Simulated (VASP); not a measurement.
# WSe2 (P6_3/mmc) in VASP: notebook, part 2 of 2

VASP 6.6.1.

### Step 3. Single point, PBE (volume scaled by 0.94, then relaxed in part)

Contents of INCAR:

```
SYSTEM = WSe2
PREC = Accurate
ENCUT = 520
EDIFF = 1E-6
ISMEAR = 0
SIGMA = 0.02
LREAL = .FALSE.
LASPH = .TRUE.
NELM = 100
ALGO = Normal
ISIF = 2
LWAVE = .FALSE.
LCHARG = .FALSE.
GGA = PE
NBANDS = 35
```

Contents of KPOINTS:

```
regular mesh
0
G
  12 12 2
  0 0 0
```

Contents of POSCAR:

```
WSe2
1.0
    3.3158245214      0.0000000000      0.0000000000
   -1.6579122607      2.8715882701      0.0000000000
    0.0000000000      0.0000000000     14.3841679436
W Se
2 4
Direct
    0.3333333333      0.6666666667      0.2500000000
    0.6666666667      0.3333333333      0.7500000000
    0.3333333333      0.6666666667      0.6332622302
    0.6666666667      0.3333333333      0.1332622302
    0.3333333333      0.6666666667      0.8667377698
    0.6666666667      0.3333333333      0.3667377698
```

Potentials or basis: VASP PAW PBE potentials, release 64 (W_sv, Se).

On the command line:

```bash
$ cat potpaw_PBE.64/W_sv/POTCAR potpaw_PBE.64/Se/POTCAR > POTCAR
$ mpirun -np 1 vasp_std > vasp.out
```

OUTCAR:

```text
SYSTEM = WSe2
   PREC = Accurate
   ENCUT = 520
   EDIFF = 1E-6
   ISMEAR = 0
   LREAL = .FALSE.
   LASPH = .TRUE.
   NELM = 100
   ISIF = 2
   GGA = PE

 ion  position               nearest neighbor table
   1  0.333  0.667  0.250-   4 2.55   6 2.55   4 2.55   6 2.55   4 2.55   6 2.55
   2  0.667  0.333  0.750-   3 2.55   5 2.55   3 2.55   5 2.55   3 2.55   5 2.55
   3  0.333  0.667  0.633-   2 2.55   2 2.55   2 2.55
   4  0.667  0.333  0.133-   1 2.55   1 2.55   1 2.55
   5  0.333  0.667  0.867-   2 2.55   2 2.55   2 2.55
   6  0.667  0.333  0.367-   1 2.55   1 2.55   1 2.55

  LATTYP: Found a hexagonal cell.
 ALAT       =     3.3158245214
 C/A-ratio  =     4.3380365429

  Lattice vectors:

 A1 = (   3.3158245214,   0.0000000000,   0.0000000000)
 A2 = (  -1.6579122607,   2.8715882701,   0.0000000000)
 A3 = (   0.0000000000,   0.0000000000,  14.3841679436)

Analysis of symmetry for initial positions (statically):
=====================================================================
 Subroutine PRICEL returns:
 Original cell was already a primitive cell.

 Routine SETGRP: Setting up the symmetry group for a
 hexagonal supercell.

 Subroutine GETGRP returns: Found 24 space group operations
 (whereof 12 operations were pure point group operations)
 out of a pool of 24 trial point group operations.

The static configuration has the point symmetry D_3d.
 The point group associated with its full space group is D_6h.

Analysis of symmetry for dynamics (positions and initial velocities):
=====================================================================
 Subroutine PRICEL returns:
 Original cell was already a primitive cell.

 Routine SETGRP: Setting up the symmetry group for a
 hexagonal supercell.

 Subroutine GETGRP returns: Found 24 space group operations
 (whereof 12 operations were pure point group operations)
 out of a pool of 24 trial point group operations.

The dynamic configuration has the point symmetry D_3d.
 The point group associated with its full space group is D_6h.

 Subroutine INISYM returns: Found 24 space group operations
 (whereof 12 operations are pure point group operations),
 and found     1 'primitive' translations

----------------------------------------------------------------------------------------

                                     Primitive cell

  volume of cell :     136.9615

  direct lattice vectors                    reciprocal lattice vectors
     3.315824521  0.000000000  0.000000000     0.301584114  0.174119669  0.000000000
    -1.657912261  2.871588270  0.000000000     0.000000000  0.348239339  0.000000000
     0.000000000  0.000000000 14.384167944     0.000000000  0.000000000  0.069520879

  length of vectors
     3.315824521  3.315824521 14.384167944     0.348239339  0.348239339  0.069520879

  position of ions in fractional coordinates (direct lattice)
     0.333333333  0.666666667  0.250000000
     0.666666667  0.333333333  0.750000000
     0.333333333  0.666666667  0.633262230
     0.666666667  0.333333333  0.133262230
     0.333333333  0.666666667  0.866737770
     0.666666667  0.333333333  0.366737770

  ion indices of the primitive-cell ions
   primitive index   ion index
                 1           1
                 2           2
                 3           3
[... 25 lines left out ...]
 Subroutine IBZKPT returns following result:
 ===========================================

 Found     38 irreducible k-points:

 Following reciprocal coordinates:
            Coordinates               Weight
  0.000000  0.000000  0.000000      1.000000
  0.083333  0.000000  0.000000      6.000000
  0.166667  0.000000  0.000000      6.000000
  0.250000  0.000000  0.000000      6.000000
  0.333333  0.000000  0.000000      6.000000
  0.416667  0.000000  0.000000      6.000000
[... 16 lines left out ...]
  0.250000  0.000000  0.500000      6.000000
  0.333333  0.000000  0.500000      6.000000
 [... further k-points ...]
   k-points           NKPTS =     38   k-points in BZ     NKDIM =     38   number of bands    NBANDS=     35
   number of dos      NEDOS =    301   number of ions     NIONS =      6
   total plane-waves  NPLWV =  84672
   dimension x,y,z NGX =    28 NGY =   28 NGZ =  108
   dimension x,y,z NGXF=    56 NGYF=   56 NGZF=  216
   ions per type =               2   4
   NGX,Y,Z   is equivalent  to a cutoff of  14.04, 14.04, 12.48 a.u.
   NGXF,Y,Z  is equivalent  to a cutoff of  28.08, 28.08, 24.96 a.u.
 SYSTEM =  WSe2
   PREC   = accura    normal or accurate (medium, high low for compatibility)
   ISTART =      0    job   : 0-new  1-cont  2-samecut
   ICHARG =      2    charge: 1-file 2-atom 10-const
   ISPIN  =      1    spin polarized calculation?
   LNONCOLLINEAR =      F non collinear calculations
   LSORBIT =      F    spin-orbit coupling
   LASPH  =      T    aspherical Exc in radial PAW
   ENCUT  =  520.0 eV  38.22 Ry    6.18 a.u.   6.17  6.17 26.75*2*pi/ulx,y,z
   NELM   =    100;   NELMIN=  2; NELMDL= -5     # of ELM steps
   EDIFF  = 0.1E-05   stopping-criterion for ELM
   LREAL  =      F    real-space projection
   EDIFFG = 0.1E-04   stopping-criterion for IOM
   NSW    =      0    number of steps for IOM
   IBRION =     -1    ionic relax: 0-MD 1-quasi-New 2-CG
   NFREE  =      0    steps in history (QN), initial steepest desc. (CG)
   ISIF   =      2    stress and relaxation
   ISYM   =      2    0-nonsym 1-usesym 2-fastsym
   POTIM  = 0.5000    time-step for ionic-motion
   TEBEG  =    0.0;   TEEND  =   0.0 temperature during run
   PSTRESS=    0.0 pullay stress
   NELECT =      52.0000    total number of electrons
   NUPDOWN=      -1.0000    fix difference up-down
   EMIN   =  10.00;   EMAX   =-10.00  energy-range for DOS
   EFERMI =   0.00;   METHOD = LEGACY
   ISMEAR =     0;   SIGMA  =   0.02  broadening in eV -4-tet -1-fermi 0-gaus
   EFERMI_NEDOS =   21; number of points for ismear=-14 and -15
   IALGO  =     38    algorithm
   IMIX   =      4    mixing-type and parameters
     AMIX     =   0.40;   BMIX     =  1.00
     AMIX_MAG =   1.60;   BMIX_MAG =  1.00
  volume/ion in A,a.u.               =      22.83       154.04
  Fermi-wavevector in a.u.,A,eV,Ry     =   1.185431  2.240141 19.119557  1.405248
  Thomas-Fermi vector in A             =   2.321625
   LORBIT       =      0    0 simple, 1 ext, 2 COOP (PROOUT), +10 PAW based schemes
   GGA     = PE    functional components
   LHFCALC =     F    Hartree Fock is set to
   AEXX    =    0.0000 exact exchange contribution
   IVDW    =     0    specifies the selected vdW correction
   LEPSILON=     F    determine dielectric tensor
   LRPA    =     F    only Hartree local field effects (RPA)
 non-spin polarized calculation
 Gauss-broadening in eV      SIGMA  =   0.02
  energy-cutoff  :      520.00
  volume of cell :      136.96
 maximum number of plane-waves:      3712
 NGX is ok and might be reduce to    28
   NGX = 13   NGY = 13   NGZ = 53

 number of electron      51.9999994 magnetization

 Free energy of the ion-electron system (eV)
  ---------------------------------------------------
  ext. energy  EPLUGINS =         0.00000000
  ---------------------------------------------------
  free energy    TOTEN  =       -43.25058538 eV

  energy without entropy =      -43.25058538  energy(sigma->0) =      -43.25058538

 E-fermi :   4.8980     XC(G=0):  -9.9539

 val. band max:        4.7626059237   @ k =   0.3333   0.3333   0.0000
 cond. band min:       6.1393579253   @ k =   0.1667   0.1667   0.0000
 fundamental gap:      1.3767520016
 Fermi energy:         4.8980116119

 k-point     1 :       0.0000    0.0000    0.0000
  band No.  band energies     occupation
      1     -69.3523      2.00000
      2     -69.3522      2.00000
      3     -33.5749      2.00000
      4     -33.5749      2.00000
      5     -33.4689      2.00000
      6     -33.4689      2.00000
[... 901 lines left out ...]
     34       8.8831      0.00000
     35      10.6491      0.00000

 [... further k-points ...]
[... 5 lines left out ...]
  --------------------------------------------------------------------------------------
  -------------------------------------------------------------------------------------
  Total        0.5253049      0.5253049      0.5281354      0.0000000     -0.0000000     -0.0000000
  in kB        6.1450240      6.1450240      6.1781352      0.0000000     -0.0000000     -0.0000000
  external PRESSURE =       6.1560611 kB  Pullay stress =       0.0000000 kB

 VOLUME and BASIS-vectors are now :
 -----------------------------------------------------------------------------
  energy-cutoff  :      520.00
  volume of cell :      136.96
      direct lattice vectors                 reciprocal lattice vectors
     3.315824521  0.000000000  0.000000000     0.301584114  0.174119669  0.000000000
    -1.657912261  2.871588270  0.000000000     0.000000000  0.348239339  0.000000000
     0.000000000  0.000000000 14.384167944     0.000000000  0.000000000  0.069520879

 POSITION                                       TOTAL-FORCE (eV/Angst)
 -----------------------------------------------------------------------------------
     -0.00000      1.91439      3.59604        -0.000000     -0.000000      0.000000
      1.65791      0.95720     10.78813         0.000000      0.000000      0.000000
     -0.00000      1.91439      9.10895         0.000000      0.000000     -0.052001
      1.65791      0.95720      1.91687        -0.000000     -0.000000     -0.052001
     -0.00000      1.91439     12.46730         0.000000     -0.000000      0.052001
      1.65791      0.95720      5.27522        -0.000000     -0.000000      0.052001
 -----------------------------------------------------------------------------------
    total drift:                               -0.000000      0.000000     -0.000000

  FREE ENERGIE OF THE ION-ELECTRON SYSTEM (eV)
  ---------------------------------------------------
  free  energy   TOTEN  =       -43.2505853793 eV

  energy  without entropy=      -43.2505853793  energy(sigma->0) =      -43.25058538
```

OSZICAR:

```text
N       E                     dE             d eps       ncg     rms          rms(c)
DAV:   1     0.493288762251E+03    0.49329E+03   -0.27846E+04  2956   0.142E+03
DAV:   2    -0.137437342307E+02   -0.50703E+03   -0.48969E+03  3123   0.377E+02
DAV:   3    -0.445081614732E+02   -0.30764E+02   -0.30228E+02  3344   0.877E+01
DAV:   4    -0.452554023784E+02   -0.74724E+00   -0.74408E+00  3182   0.139E+01
DAV:   5    -0.452669649502E+02   -0.11563E-01   -0.11549E-01  3265   0.188E+00    0.287E+01
DAV:   6    -0.436731645212E+02    0.15938E+01   -0.64385E+00  2960   0.165E+01    0.996E+00
DAV:   7    -0.434278237233E+02    0.24534E+00   -0.28718E+00  2871   0.824E+00    0.555E+00
DAV:   8    -0.432490123099E+02    0.17881E+00   -0.37093E-01  2973   0.423E+00    0.123E+00
DAV:   9    -0.432515949966E+02   -0.25827E-02   -0.61252E-02  3172   0.118E+00    0.871E-01
DAV:  10    -0.432505490674E+02    0.10459E-02   -0.12671E-02  2951   0.761E-01    0.142E-01
DAV:  11    -0.432505584597E+02   -0.93923E-05   -0.15669E-03  2964   0.253E-01    0.153E-01
DAV:  12    -0.432505442366E+02    0.14223E-04   -0.70145E-05  3088   0.475E-02    0.922E-02
DAV:  13    -0.432505814050E+02   -0.37168E-04   -0.63465E-05  2911   0.425E-02    0.794E-03
DAV:  14    -0.432505848938E+02   -0.34888E-05   -0.67936E-06  2857   0.116E-02    0.691E-03
DAV:  15    -0.432505853793E+02   -0.48553E-06   -0.87518E-07  2130   0.524E-03
   1 F= -.43250585E+02 E0= -.43250585E+02  d E =-.971534E-24
```

stdout:

```text
POSCAR found type information on POSCAR W Se
 POSCAR found :  2 types and       6 ions
 scaLAPACK will be used
 LDA part: xc-table for (Slater+PW92), standard interpolation
 POSCAR, INCAR and KPOINTS ok, starting setup
 FFT: planning ... GRIDC
 FFT: planning ... GRID_SOFT
 FFT: planning ... GRID
 WAVECAR not read
 entering main loop
```

It took 2.1 min on 1 thread of Intel Xeon 6975P-C (Granite Rapids), shared host; peak memory 0.36 GiB.

What came out:

```yaml
Free_energy: -43.2506 eV
Pressure: 0.6 GPa
Largest_force: 0.052 eV/Å
Band_gap_on_the_k_mesh: 1.38 eV, indirect (least direct gap 1.52 eV)
```

Forces on the atoms (eV/Å):
```
W    0.000  0.000  0.000
W    0.000  0.000  0.000
Se   0.000  0.000 -0.052
Se   0.000  0.000 -0.052
Se   0.000  0.000  0.052
Se   0.000  0.000  0.052
```

Caveat: the cell differs from its parent crystal (volume scaled by 0.94, then relaxed in part); spin-orbit coupling is left out, which moves the levels of the heavy elements; this functional lacks dispersion, which binds the layers, so the pressure and a relaxed spacing across them are unreliable.

### Step 4. Single point, PBE (volume scaled by 0.97, then relaxed in part)

Contents of INCAR:

```
SYSTEM = WSe2
ALGO = Normal ; EDIFF = 1E-6
ENCUT = 520 ; GGA = PE
ISIF = 2 ; ISMEAR = 0
LASPH = .TRUE. ; LCHARG = .FALSE.
LREAL = .FALSE. ; LWAVE = .FALSE.
NBANDS = 35 ; NELM = 60
PREC = Accurate ; SIGMA = 0.02
```

Contents of KPOINTS:

```
k-points
0
G
  12 12 2
  0 0 0
```

Contents of POSCAR:

```
WSe2
1.0
    3.3183824662      0.0000000000      0.0000000000
   -1.6591912331      2.8738035152      0.0000000000
    0.0000000000      0.0000000000     14.8203624061
W Se
2 4
Direct
    0.3333333333      0.6666666667      0.2500000000
    0.6666666667      0.3333333333      0.7500000000
    0.3333333333      0.6666666667      0.6367384743
    0.6666666667      0.3333333333      0.1367384743
    0.3333333333      0.6666666667      0.8632615257
    0.6666666667      0.3333333333      0.3632615257
```

On the command line:

```bash
$ cat potpaw_PBE.64/W_sv/POTCAR potpaw_PBE.64/Se/POTCAR > POTCAR
$ mpirun -np 1 vasp_std > vasp.out
```

Wall time 2.1 min (1 thread of Intel Xeon 6975P-C (Granite Rapids), shared host); peak memory 0.37 GiB.

Results (log left out):

- Free energy: -43.2551 eV
- Pressure: 0.4 GPa
- Largest force: 0.051 eV/Å
- Band gap on the k mesh: 1.43 eV, indirect (least direct gap 1.52 eV)

Forces on the atoms (eV/Å):
```
W    0.000  0.000  0.000
W    0.000  0.000  0.000
Se   0.000  0.000 -0.051
Se   0.000  0.000 -0.051
Se   0.000  0.000  0.051
Se   0.000  0.000  0.051
```

Levels at points of the mesh, in eV from the valence-band top:
```
           k point  band 23  band 24  band 25  band 26  band 27  band 28  band 29  band 30
(0.00, 0.00, 0.00)    -1.26    -1.26    -0.61    -0.06     2.87     2.87     2.88     2.88
(0.50, 0.00, 0.00)    -1.03    -1.00    -0.99    -0.95     2.32     2.33     2.63     2.75
(0.00, 0.00, 0.50)    -1.26    -1.26    -0.26    -0.26     2.87     2.87     2.87     2.87
(0.50, 0.00, 0.50)    -1.01    -1.01    -0.97    -0.97     2.33     2.33     2.69     2.69
```

Caveat: the cell differs from its parent crystal (volume scaled by 0.97, then relaxed in part); spin-orbit coupling is left out, which moves the levels of the heavy elements; this functional lacks dispersion, which binds the layers, so the pressure and a relaxed spacing across them are unreliable. A k mesh can miss the band edges.

### Step 5. Single point, PBE

This run uses another cell than the first one, of 24.28 Å³/atom, 0.971 times its volume.

Contents of INCAR:

```
SYSTEM = WSe2
  PREC = Accurate
  ENCUT = 520
  EDIFF = 1E-6
  ISMEAR = 0
  SIGMA = 0.02
  LREAL = .FALSE.
  LASPH = .TRUE.
  NELM = 60
  ALGO = Normal
  ISIF = 2
  LWAVE = .FALSE.
  LCHARG = .TRUE.
  GGA = PE
  LELF = .TRUE.
  LVHAR = .TRUE.
  NBANDS = 35
```

Contents of KPOINTS:

```
Automatic mesh
0
G
  12 12 2
  0 0 0
```

Contents of POSCAR:

```
WSe2
1.0
    3.3206943820      0.0000000000      0.0000000000
   -1.6603471910      2.8758056930      0.0000000000
    0.0000000000      0.0000000000     15.2574569951
W Se
2 4
Direct
    0.3333333333      0.6666666667      0.2500000000
    0.6666666667      0.3333333333      0.7500000000
    0.3333333333      0.6666666667      0.6400208772
    0.6666666667      0.3333333333      0.1400208772
    0.3333333333      0.6666666667      0.8599791228
    0.6666666667      0.3333333333      0.3599791228
```

On the command line:

```bash
$ cat potpaw_PBE.64/W_sv/POTCAR potpaw_PBE.64/Se/POTCAR > POTCAR
$ mpirun -np 1 vasp_std > vasp.out
```

It took 2 min on 1 thread of Intel Xeon 6975P-C (Granite Rapids), shared host; peak memory 0.37 GiB.

It converged, with:

```
Free energy            : -43.2565 eV
Pressure               : 0.3 GPa
Largest force          : 0.048 eV/Å
Band gap on the k mesh : 1.48 eV, indirect (least direct gap 1.52 eV)
```

Forces on the atoms (eV/Å):
```
W    0.000  0.000  0.000
W    0.000  0.000  0.000
Se   0.000  0.000 -0.048
Se   0.000  0.000 -0.048
Se   0.000  0.000  0.048
Se   0.000  0.000  0.048
```

Stress tensor (GPa, compression positive):
```
0.23 0.00 0.00
0.00 0.23 0.00
0.00 0.00 0.34
```

Levels at points of the mesh, in eV from the valence-band top:
| k point | band 22 | band 23 | band 24 | band 25 | band 26 | band 27 | band 28 | band 29 | band 30 | band 31 |
| --- | --- | --- | --- | --- | --- | --- | --- | --- | --- | --- |
| (0.00, 0.00, 0.00) | -1.26 | -1.25 | -1.25 | -0.55 | -0.10 | 2.87 | 2.87 | 2.88 | 2.88 | 3.04 |
| (0.50, 0.00, 0.00) | -2.13 | -1.01 | -0.99 | -0.98 | -0.96 | 2.32 | 2.33 | 2.65 | 2.74 | 3.44 |
| (0.00, 0.00, 0.50) | -1.26 | -1.26 | -1.26 | -0.27 | -0.27 | 2.88 | 2.88 | 2.88 | 2.88 | 3.05 |
| (0.50, 0.00, 0.50) | -2.14 | -1.00 | -1.00 | -0.97 | -0.97 | 2.33 | 2.33 | 2.69 | 2.69 | 3.63 |

Caveat: spin-orbit coupling is left out, which moves the levels of the heavy elements; this functional lacks dispersion, which binds the layers, so the pressure and a relaxed spacing across them are unreliable.

### Step 6. Summary

```tsv
task	cell	cutoff (eV)	gap on the mesh (eV)	pressure (GPa)	largest force (eV/Å)
relaxation of shape and atoms at fixed volume	relaxed from a = 3.354, b = 3.354, c = 15.409 Å, angles 90.0, 90.0, 120.0°, 6 atoms	600	1.51	0.0	-
single point	a = 3.316, b = 3.316, c = 14.384 Å, angles 90.0, 90.0, 120.0°, 6 atoms	520	1.38	0.6	0.05
single point	a = 3.318, b = 3.318, c = 14.820 Å, angles 90.0, 90.0, 120.0°, 6 atoms	520	1.43	0.4	0.05
single point	a = 3.321, b = 3.321, c = 15.257 Å, angles 90.0, 90.0, 120.0°, 6 atoms	520	1.48	0.3	0.05
```

Alike in all rows: level PBE; potentials or basis VASP PAW PBE potentials, release 64 (W_sv, Se); no spin polarisation; k mesh 12 × 12 × 2; smearing gaussian 0.02 eV.

Caveats: spin-orbit coupling is left out, which moves the levels of the heavy elements; this functional lacks dispersion, which binds the layers, so the pressure and a relaxed spacing across them are unreliable.

Absolute energies hang on the potentials; compare differences alone.

### Step 7. How close it comes

Step 5. Measured gap of WSe2: 1.3 eV (indirect; “Time-resolved XUV ARPES with tunable 24–33 eV laser pulses at 30 meV resolution”, 2019, pmc:6684652). This calculation gives 1.48 eV (+0.18 eV). Spin-orbit coupling on Se, W is left out. The value is that of PBE on a finite k mesh, which can miss the band edges, without temperature or zero-point motion.
